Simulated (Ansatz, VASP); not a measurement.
Si: VASP beside Ansatz

```xyz
2
Lattice="-2.3270 2.3283 1.2932 2.3283 -2.3270 1.2932 2.3303 2.3303 -1.2907" Properties=species:S:1:pos:R:3 pbc="T T T"
Si    4.6586    0.0034    0.0025
Si    0.0021    2.3296    0.6479
```

Alike in both runs: task single point; functional r2SCAN; k mesh 15 × 15 × 11; occupations fermi-dirac, width 0.1 eV; no spin polarisation.

```csv
,VASP,Ansatz
version,VASP 6.6.1,Ansatz 0.2.0
potentials or method,"VASP PAW PBE potentials, release 64 (Si), cutoff 520 eV","plane waves (500 eV) with PAW, scalar-relativistic"
valence electrons in the cell,8,8
```

|  | VASP | Ansatz | Ansatz less VASP |
| --- | --- | --- | --- |
| pressure (GPa) | 11.1 | 11.2 | +0.13 |
| traceless stress, the component that is largest in VASP (GPa) | -0.56 | -0.67 | -0.107 |

VASP's potentials were made for PBE, not for r2SCAN.
